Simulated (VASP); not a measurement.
# HfAl5N6 (P-3m1) in VASP: a series of runs

The runs below take HfAl5N6 through single point, relaxation of cell and atoms, with PBE.

All numbers are computed with VASP 6.6.1; they aren't measurements. Logs are shortened: lines on timing, memory, paths and dates and some standing lists are left out, and cuts for length are marked.

## 1. The cell of the first run

It takes space group P-3m1 (No. 164, trigonal). Conventional cell: a = 2.931 Å, b = 2.931 Å, c = 14.592 Å, α = 90.00°, β = 90.00°, γ = 120.00°. Hf (site symmetry -3m) has 6 N at 2.25 Å and 6 Hf at 2.93 Å and 6 Al at 3.10 Å within 3.2 Å. Al (site symmetry 3m) has 6 N at 2.06 Å within 2.7 Å. Within 2.7 Å of Al (site symmetry 3m) lie 6 N at 2.03 to 2.06 Å. Within 2.7 Å of Al (site symmetry -3m) lie 6 N at 2.06 Å. N (site symmetry 3m) has 6 Al at 2.06 Å within 2.7 Å. Within 2.7 Å of N (site symmetry 3m) lie 3 Al at 2.03 Å and 3 Hf at 2.25 Å. N (site symmetry 3m) has 6 Al at 2.06 Å within 2.7 Å.

## 2. Single point, PBE

INCAR reads:

```
PREC = Accurate
ENCUT = 600
EDIFF = 1E-6
ISMEAR = 0
SIGMA = 0.1
LREAL = F
LASPH = T
NELM = 120
ALGO = Normal
ISIF = 2
LWAVE = F
LCHARG = F
GGA = PE
NBANDS = 40
GGA_COMPAT = F
```

KPOINTS reads:

```
regular mesh
0
Gamma
  6 6 2
```

POSCAR reads:

```
HfAl5N6
1.0
    2.9310156173      0.0000000000      0.0000000000
   -1.4655078086      2.5383339834      0.0000000000
    0.0000000000      0.0000000000     14.5919254341
Hf Al N
1 5 6
Direct
    0.0000000000      0.0000000000      0.5000000000
    0.3333333333      0.6666666667      0.8393299887
    0.6666666667      0.3333333333      0.6783309957
    0.3333333333      0.6666666667      0.3216690043
    0.6666666667      0.3333333333      0.1606700113
    0.0000000000      0.0000000000      0.0000000000
    0.0000000000      0.0000000000      0.7590952056
    0.3333333333      0.6666666667      0.6011591736
    0.6666666667      0.3333333333      0.3988408264
    0.0000000000      0.0000000000      0.2409047944
    0.3333333333      0.6666666667      0.0803169381
    0.6666666667      0.3333333333      0.9196830619
```

Potentials or basis: VASP PAW PBE potentials, release 64 (Hf_pv, Al, N).

Run with:

```bash
$ cat potpaw_PBE.64/Hf_pv/POTCAR potpaw_PBE.64/Al/POTCAR potpaw_PBE.64/N/POTCAR > POTCAR
$ mpirun -np 1 vasp_std > vasp.out
```

OUTCAR:

```text
PREC = Accurate
   ENCUT = 600
   EDIFF = 1E-6
   ISMEAR = 0
   LREAL = F
   LASPH = T
   NELM = 120
   ISIF = 2
   GGA = PE

 ion  position               nearest neighbor table
   1  0.000  0.000  0.500-   8 2.25   9 2.25   8 2.25   9 2.25   9 2.25   8 2.25   3 3.10   4 3.10
                             4 3.10   3 3.10   4 3.10   3 3.10
   2  0.333  0.667  0.839-   7 2.06   7 2.06   7 2.06  12 2.06  12 2.06  12 2.06   6 2.89   6 2.89
                             6 2.89   3 2.90   3 2.90   3 2.90
   3  0.667  0.333  0.678-   8 2.03   8 2.03   8 2.03   7 2.06   7 2.06   7 2.06   2 2.90   2 2.90
                             2 2.90   1 3.10   1 3.10   1 3.10
   4  0.333  0.667  0.322-   9 2.03   9 2.03   9 2.03  10 2.06  10 2.06  10 2.06   5 2.90   5 2.90
                             5 2.90   1 3.10   1 3.10   1 3.10
   5  0.667  0.333  0.161-  10 2.06  10 2.06  10 2.06  11 2.06  11 2.06  11 2.06   6 2.89   6 2.89
                             6 2.89   4 2.90   4 2.90   4 2.90
   6  0.000  0.000  0.000-  11 2.06  12 2.06  11 2.06  12 2.06  12 2.06  11 2.06   2 2.89   5 2.89
                             2 2.89   5 2.89   2 2.89   5 2.89
   7  0.000  0.000  0.759-   2 2.06   2 2.06   2 2.06   3 2.06   3 2.06   3 2.06
   8  0.333  0.667  0.601-   3 2.03   3 2.03   3 2.03   1 2.25   1 2.25   1 2.25
   9  0.667  0.333  0.399-   4 2.03   4 2.03   4 2.03   1 2.25   1 2.25   1 2.25
  10  0.000  0.000  0.241-   5 2.06   5 2.06   5 2.06   4 2.06   4 2.06   4 2.06
  11  0.333  0.667  0.080-   6 2.06   6 2.06   6 2.06   5 2.06   5 2.06   5 2.06
  12  0.667  0.333  0.920-   6 2.06   6 2.06   6 2.06   2 2.06   2 2.06   2 2.06

  LATTYP: Found a hexagonal cell.
 ALAT       =     2.9310156173
 C/A-ratio  =     4.9784536623

  Lattice vectors:

 A1 = (   2.9310156173,   0.0000000000,   0.0000000000)
 A2 = (  -1.4655078086,   2.5383339834,   0.0000000000)
 A3 = (   0.0000000000,   0.0000000000,  14.5919254341)

Analysis of symmetry for initial positions (statically):
=====================================================================
 Subroutine PRICEL returns:
 Original cell was already a primitive cell.

 Routine SETGRP: Setting up the symmetry group for a
 hexagonal supercell.

 Subroutine GETGRP returns: Found 12 space group operations
 (whereof 12 operations were pure point group operations)
 out of a pool of 24 trial point group operations.

The static configuration has the point symmetry D_3d.

Analysis of symmetry for dynamics (positions and initial velocities):
=====================================================================
 Subroutine PRICEL returns:
 Original cell was already a primitive cell.

 Routine SETGRP: Setting up the symmetry group for a
 hexagonal supercell.

 Subroutine GETGRP returns: Found 12 space group operations
 (whereof 12 operations were pure point group operations)
 out of a pool of 24 trial point group operations.

The dynamic configuration has the point symmetry D_3d.

 Subroutine INISYM returns: Found 12 space group operations
 (whereof 12 operations are pure point group operations),
 and found     1 'primitive' translations

----------------------------------------------------------------------------------------

                                     Primitive cell

  volume of cell :     108.5624

  direct lattice vectors                    reciprocal lattice vectors
     2.931015617  0.000000000  0.000000000     0.341178667  0.196979595  0.000000000
    -1.465507809  2.538333983  0.000000000     0.000000000  0.393959190  0.000000000
     0.000000000  0.000000000 14.591925434     0.000000000  0.000000000  0.068531052

  length of vectors
     2.931015617  2.931015617 14.591925434     0.393959190  0.393959190  0.068531052

  position of ions in fractional coordinates (direct lattice)
     0.000000000  0.000000000  0.500000000
     0.333333333  0.666666667  0.839329989
     0.666666667  0.333333333  0.678330996
     0.333333333  0.666666667  0.321669004
     0.666666667  0.333333333  0.160670011
     0.000000000  0.000000000  0.000000000
[... 47 lines left out ...]
   EFERMI_NEDOS =   21; number of points for ismear=-14 and -15
   IALGO  =     38    algorithm
   IMIX   =      4    mixing-type and parameters
     AMIX     =   0.40;   BMIX     =  1.00
     AMIX_MAG =   1.60;   BMIX_MAG =  1.00
  volume/ion in A,a.u.               =       9.05        61.05
  Fermi-wavevector in a.u.,A,eV,Ry     =   1.305076  2.466237 23.173771  1.703224
  Thomas-Fermi vector in A             =   2.435969
   LORBIT       =      0    0 simple, 1 ext, 2 COOP (PROOUT), +10 PAW based schemes
   GGA     = PE    functional components
   LHFCALC =     F    Hartree Fock is set to
   AEXX    =    0.0000 exact exchange contribution
   IVDW    =     0    specifies the selected vdW correction
   LEPSILON=     F    determine dielectric tensor
   LRPA    =     F    only Hartree local field effects (RPA)
 non-spin polarized calculation
 Gauss-broadening in eV      SIGMA  =   0.10
  energy-cutoff  :      600.00
  volume of cell :      108.56
 maximum number of plane-waves:      3642
 NGX is ok and might be reduce to    24
   NGX = 11   NGY = 11   NGZ = 59

 number of electron      55.0000007 magnetization

 Free energy of the ion-electron system (eV)
  ---------------------------------------------------
  ext. energy  EPLUGINS =         0.00000000
  ---------------------------------------------------
  free energy    TOTEN  =       -93.39702162 eV

  energy without entropy =      -93.38204792  energy(sigma->0) =      -93.38953477

 E-fermi :  10.3094     XC(G=0): -12.2559

 val. band max:       10.2637470143   @ k =   0.3333   0.1667   0.0000
 cond. band min:      10.7868281910   @ k =   0.0000   0.0000   0.0000
 fundamental gap:      0.5230811767
 Fermi energy:        10.3093877954

 k-point     1 :       0.0000    0.0000    0.0000
  band No.  band energies     occupation
      1     -20.6878      2.00000
      2     -19.8634      2.00000
      3     -19.8634      2.00000
      4      -8.1616      2.00000
      5      -7.6704      2.00000
      6      -7.3569      2.00000
[... 577 lines left out ...]
     38      17.9323      0.00000
     39      18.5559      0.00000
 [bands above 39 left out]

------------------------ aborting loop because EDIFF is reached ----------------------------------------

  FORCE on cell =-STRESS in cart. coord.  units (eV):
  Direction    XX          YY          ZZ          XY          YZ          ZX
  --------------------------------------------------------------------------------------
  -------------------------------------------------------------------------------------
  Total       -0.5389152     -0.5389152     -0.6485949     -0.0000000      0.0000000      0.0000000
  in kB       -7.9533764     -7.9533764     -9.5720430     -0.0000000      0.0000000      0.0000000
  external PRESSURE =      -8.4929319 kB  Pullay stress =       0.0000000 kB

 VOLUME and BASIS-vectors are now :
 -----------------------------------------------------------------------------
  energy-cutoff  :      600.00
  volume of cell :      108.56
      direct lattice vectors                 reciprocal lattice vectors
     2.931015617  0.000000000  0.000000000     0.341178667  0.196979595  0.000000000
    -1.465507809  2.538333983  0.000000000     0.000000000  0.393959190  0.000000000
     0.000000000  0.000000000 14.591925434     0.000000000  0.000000000  0.068531052

 POSITION                                       TOTAL-FORCE (eV/Angst)
 -----------------------------------------------------------------------------------
      0.00000      0.00000      7.29596         0.000000      0.000000     -0.000000
     -0.00000      1.69222     12.24744         0.000000      0.000000     -0.002665
      1.46551      0.84611      9.89816        -0.000000      0.000000     -0.020917
     -0.00000      1.69222      4.69377         0.000000      0.000000      0.020917
      1.46551      0.84611      2.34448         0.000000     -0.000000      0.002665
      0.00000      0.00000      0.00000         0.000000      0.000000     -0.000000
      0.00000      0.00000     11.07666         0.000000     -0.000000      0.008963
     -0.00000      1.69222      8.77207         0.000000     -0.000000     -0.108432
      1.46551      0.84611      5.81986        -0.000000      0.000000      0.108432
      0.00000      0.00000      3.51526         0.000000      0.000000     -0.008963
     -0.00000      1.69222      1.17198         0.000000     -0.000000     -0.001736
      1.46551      0.84611     13.41995        -0.000000      0.000000      0.001736
 -----------------------------------------------------------------------------------
    total drift:                               -0.000000      0.000000     -0.000000

  FREE ENERGIE OF THE ION-ELECTRON SYSTEM (eV)
  ---------------------------------------------------
  free  energy   TOTEN  =       -93.3970216167 eV

  energy  without entropy=      -93.3820479224  energy(sigma->0) =      -93.38953477
```

Wall time 76 s (1 thread of Intel Xeon Platinum 8488C (Sapphire Rapids), shared host); peak memory 0.27 GiB.

Results:

| Quantity | Value |
| --- | --- |
| Free energy | -93.3970 eV |
| Pressure | -0.8 GPa |
| Largest force | 0.108 eV/Å |
| Band gap on the k mesh | zero (an odd number of electrons rules out a gap without spin polarisation) |

Forces on the atoms (eV/Å):
```
Hf   0.000  0.000  0.000
Al   0.000  0.000 -0.003
Al   0.000  0.000 -0.021
Al   0.000  0.000  0.021
Al   0.000  0.000  0.003
Al   0.000  0.000  0.000
N    0.000  0.000  0.009
N    0.000  0.000 -0.108
N    0.000  0.000  0.108
N    0.000  0.000 -0.009
N    0.000  0.000 -0.002
N    0.000  0.000  0.002
```

Stress tensor (GPa, compression positive):
```
-0.80  0.00  0.00
 0.00 -0.80  0.00
 0.00  0.00 -0.96
```

Caveat: the k points lie up to 0.41 Å⁻¹ apart, too coarse for converged energies and pressures of a metal; spin-orbit coupling is left out, which moves the levels of the heavy elements.

## 3. Relaxation of cell and atoms, PBE

This run uses another cell than the first one, of 13.29 Å³/atom.

INCAR reads:

```
SYSTEM = HfAl5N6
PREC = Accurate
ENCUT = 600
EDIFF = 1E-7
ISMEAR = 0
SIGMA = 0.1
LREAL = .FALSE.
LASPH = .TRUE.
NELM = 120
ALGO = Normal
ISIF = 3
LWAVE = .FALSE.
LCHARG = .FALSE.
GGA = PE
IBRION = 2
NSW = 90
EDIFFG = -0.04
GGA_COMPAT = .FALSE.
NELMIN = 4
```

KPOINTS reads:

```
regular mesh
0
G
  6 6 1
  0 0 0
```

POSCAR reads:

```
HfAl5N6
1.0
    3.3495991800      0.0000000000      0.0000000000
   -1.6747995900      2.9008379800      0.0000000000
    0.0000000000      0.0000000000     16.4096176800
Hf Al N
1 5 6
Direct
    0.0000000000      0.0000000000      0.5000000000
    0.3333333300      0.6666666700      0.8333333300
    0.6666666700      0.3333333300      0.6666666700
    0.3333333300      0.6666666700      0.3333333300
    0.6666666700      0.3333333300      0.1666666700
    0.0000000000      0.0000000000      0.0000000000
    0.0000000000      0.0000000000      0.7500000000
    0.3333333300      0.6666666700      0.5833333300
    0.6666666700      0.3333333300      0.4166666700
    0.0000000000      0.0000000000      0.2500000000
    0.3333333300      0.6666666700      0.0833333300
    0.6666666700      0.3333333300      0.9166666700
```

Potentials or basis: VASP PAW PBE potentials, release 64 (Hf_pv, Al, N).

Run with:

```bash
$ cat potpaw_PBE.64/Hf_pv/POTCAR potpaw_PBE.64/Al/POTCAR potpaw_PBE.64/N/POTCAR > POTCAR
$ mpirun -np 1 vasp_std > vasp.out
```

It took 12 min on 1 thread of Intel Xeon Platinum 8488C (Sapphire Rapids), shared host; peak memory 0.36 GiB.

The run converged. Its results:

* Free energy: -93.4631 eV
* Relaxed volume: 9.03 Å³/atom
* Relaxed cell: a = 2.930 Å, b = 2.930 Å, c = 14.575 Å, α = 90.00°, β = 90.00°, γ = 120.00°
* Space group after relaxing (to 0.1 Å): P-3m1 (No. 164)
* Energy gained by relaxing: 801.8 meV/atom
* Ionic steps: 13
* Pressure after relaxing: -0.2 GPa
* Largest force after relaxing: 0.027 eV/Å
* Band gap on the k mesh: zero (an odd number of electrons rules out a gap without spin polarisation)

Forces on the atoms (eV/Å):
```
Hf   0.000  0.000  0.000
Al   0.000  0.000  0.009
Al   0.000  0.000 -0.027
Al   0.000  0.000  0.027
Al   0.000  0.000 -0.009
Al   0.000  0.000  0.000
N    0.000  0.000  0.000
N    0.000  0.000 -0.003
N    0.000  0.000  0.003
N    0.000  0.000  0.000
N    0.000  0.000 -0.014
N    0.000  0.000  0.014
```

Stress tensor (GPa, compression positive):
```
-0.25  0.00  0.00
 0.00 -0.25  0.00
 0.00  0.00  0.01
```

Step by step:
```
step  energy change (eV)  largest force (eV/Å)  pressure (GPa)  volume (Å³)
   1              0.0000                1.0413          -39.70       159.45
   2             -6.1256                7.3652           53.22        94.89
   3             -8.4327                4.6459           -0.77       111.40
   4             -9.2103                2.4395            6.70       106.19
   5             -9.2740                1.8213            4.43       107.26
   6             -9.4721                0.8459           -3.03       109.96
   7             -9.4722                0.8331           -2.83       109.88
   8             -9.5678                0.4696           -0.21       108.54
   9             -9.5884                0.5310            1.86       107.57
  10             -9.6163                0.2738           -0.52       108.50
  11             -9.6174                0.2199           -0.15       108.35
  12             -9.6214                0.1084           -0.24       108.38
  13             -9.6221                0.0267           -0.16       108.37
```

Final structure:
```
Hf Al N
1.0
     2.93010    0.00000    0.00000
    -1.46505    2.53754    0.00000
     0.00000    0.00000   14.57483
Hf Al N
1 5 6
Direct
  0.00000 0.00000 0.50000
  0.33333 0.66667 0.83918
  0.66667 0.33333 0.67814
  0.33333 0.66667 0.32186
  0.66667 0.33333 0.16082
  0.00000 0.00000 0.00000
  0.00000 0.00000 0.75892
  0.33333 0.66667 0.60076
  0.66667 0.33333 0.39924
  0.00000 0.00000 0.24108
  0.33333 0.66667 0.08043
  0.66667 0.33333 0.91957
```

Levels at points of the mesh, in eV from the Fermi level:
```tsv
k point	band 24	band 25	band 26	band 27	band 28	band 29	band 30	band 31
(0.00, 0.00, 0.00)	-1.99	-1.66	-1.66	-1.57	0.50	2.23	2.23	3.65
(0.50, 0.00, 0.00)	-3.32	-2.82	-2.71	-2.71	-1.48	2.82	3.77	4.27
```

Caveat: the k points lie up to 0.43 Å⁻¹ apart in the final cell, too coarse for converged energies and pressures of a metal; the volume moved by over 15 % at a fixed basis, so the end points are rough; spin-orbit coupling is left out, which moves the levels of the heavy elements.

## 4. Relaxation of cell and atoms, PBE

INCAR reads:

```
SYSTEM = HfAl5N6
PREC = Accurate
ENCUT = 600
EDIFF = 1E-7
ISMEAR = 0
SIGMA = 0.1
LREAL = .False.
LASPH = .True.
NELM = 120
ALGO = Normal
ISIF = 3
LWAVE = .False.
LCHARG = .False.
GGA = PE
IBRION = 2
NSW = 90
EDIFFG = -0.04
GGA_COMPAT = .False.
NELMIN = 4
```

KPOINTS reads:

```
regular mesh
0
Gamma
  6 6 2
  0 0 0
```

POSCAR reads:

```
HfAl5N6
1.0
    2.9310156173      0.0000000000      0.0000000000
   -1.4655078086      2.5383339834      0.0000000000
    0.0000000000      0.0000000000     14.5919254341
Hf Al N
1 5 6
Direct
    0.0000000000      0.0000000000      0.5000000000
    0.3333333333      0.6666666667      0.8393299887
    0.6666666667      0.3333333333      0.6783309957
    0.3333333333      0.6666666667      0.3216690043
    0.6666666667      0.3333333333      0.1606700113
    0.0000000000      0.0000000000      0.0000000000
    0.0000000000      0.0000000000      0.7590952056
    0.3333333333      0.6666666667      0.6011591736
    0.6666666667      0.3333333333      0.3988408264
    0.0000000000      0.0000000000      0.2409047944
    0.3333333333      0.6666666667      0.0803169381
    0.6666666667      0.3333333333      0.9196830619
```

Run with:

```bash
$ cat potpaw_PBE.64/Hf_pv/POTCAR potpaw_PBE.64/Al/POTCAR potpaw_PBE.64/N/POTCAR > POTCAR
$ mpirun -np 1 vasp_std > vasp.out
```

Wall time 2.7 min (1 thread of Intel Xeon Platinum 8488C (Sapphire Rapids), shared host); peak memory 0.28 GiB.

It converged, with:

| Item | Value |
| --- | --- |
| Free energy | -93.3984 eV |
| Relaxed volume | 9.01 Å³/atom |
| Relaxed cell | a = 2.928 Å, b = 2.928 Å, c = 14.572 Å, α = 90.00°, β = 90.00°, γ = 120.00° |
| Space group after relaxing (to 0.1 Å) | P-3m1 (No. 164) |
| Energy gained by relaxing | 0.1 meV/atom |
| Ionic steps | 3 |
| Pressure after relaxing | 0.1 GPa |
| Largest force after relaxing | 0.035 eV/Å |
| Band gap on the k mesh | zero (an odd number of electrons rules out a gap without spin polarisation) |

Forces on the atoms (eV/Å):
```
Hf   0.000  0.000  0.000
Al   0.000  0.000  0.000
Al   0.000  0.000 -0.028
Al   0.000  0.000  0.028
Al   0.000  0.000  0.000
Al   0.000  0.000  0.000
N    0.000  0.000 -0.007
N    0.000  0.000 -0.035
N    0.000  0.000  0.035
N    0.000  0.000  0.007
N    0.000  0.000  0.000
N    0.000  0.000  0.000
```

Step by step:
```
step  energy change (eV)  largest force (eV/Å)  pressure (GPa)  volume (Å³)
   1              0.0000                0.1081           -0.85       108.56
   2             -0.0003                0.0335            0.95       107.81
   3             -0.0014                0.0349            0.10       108.16
```

Final structure:
```xyz
12
Lattice="2.9277 0.0000 0.0000 -1.4638 2.5354 0.0000 0.0000 0.0000 14.5718" Properties=species:S:1:pos:R:3 pbc="T T T"
Hf    0.0000    0.0000    7.2859
Al    0.0000    1.6903   12.2305
Al    1.4638    0.8451    9.8840
Al    0.0000    1.6903    4.6878
Al    1.4638    0.8451    2.3413
Al    0.0000    0.0000    0.0000
N     1.4638    2.5354   11.0616
N     0.0000    1.6903    8.7572
N     1.4638    0.8451    5.8146
N     0.0000    0.0000    3.5102
N     0.0000    1.6903    1.1703
N     1.4638    0.8451   13.4015
```

Levels at points of the mesh, in eV from the Fermi level:
| k point | band 23 | band 24 | band 25 | band 26 | band 27 | band 28 | band 29 | band 30 | band 31 | band 32 |
| --- | --- | --- | --- | --- | --- | --- | --- | --- | --- | --- |
| (0.00, 0.00, 0.00) | -1.97 | -1.97 | -1.64 | -1.64 | -1.55 | 0.49 | 2.25 | 2.25 | 3.69 | 4.15 |
| (0.50, 0.00, 0.00) | -3.56 | -3.31 | -2.81 | -2.70 | -2.69 | -1.48 | 2.86 | 3.81 | 4.29 | 4.65 |
| (0.00, 0.00, 0.50) | -2.24 | -1.77 | -1.77 | -1.70 | -1.70 | 0.59 | 2.25 | 2.25 | 3.91 | 4.07 |
| (0.50, 0.00, 0.50) | -3.86 | -3.12 | -3.09 | -2.61 | -2.53 | -1.43 | 2.98 | 3.51 | 4.46 | 4.68 |

Caveat: the k points lie up to 0.41 Å⁻¹ apart in the final cell, too coarse for converged energies and pressures of a metal; spin-orbit coupling is left out, which moves the levels of the heavy elements.

## 5. Overview

| task | cell | k mesh | gap on the mesh (eV) | pressure (GPa) | relaxed volume (Å³/atom) | largest force (eV/Å) |
| --- | --- | --- | --- | --- | --- | --- |
| single point | a = 2.931, b = 2.931, c = 14.592 Å, angles 90.0, 90.0, 120.0°, 12 atoms, atomic positions A | 6 × 6 × 2 | none | -0.8 | - | 0.11 |
| relaxation of cell and atoms | relaxed from a = 3.350, b = 3.350, c = 16.410 Å, angles 90.0, 90.0, 120.0°, 12 atoms, atomic positions B | 6 × 6 × 1 | none | -0.2 | 9.03 | 0.03 |
| relaxation of cell and atoms | relaxed from a = 2.931, b = 2.931, c = 14.592 Å, angles 90.0, 90.0, 120.0°, 12 atoms, atomic positions A | 6 × 6 × 2 | none | 0.1 | 9.01 | 0.03 |

Alike in all rows: level PBE; potentials or basis VASP PAW PBE potentials, release 64 (Hf_pv, Al, N); no spin polarisation; cutoff (eV) 600; smearing gaussian 0.1 eV.

Caveats: all runs use coarse meshes; spin-orbit coupling is left out, which moves the levels of the heavy elements; the volume moved by over 15 % at a fixed basis, so the end points are rough (at least some runs).

Total energies depend on the potentials used, so only differences within one code and one set of settings carry meaning.
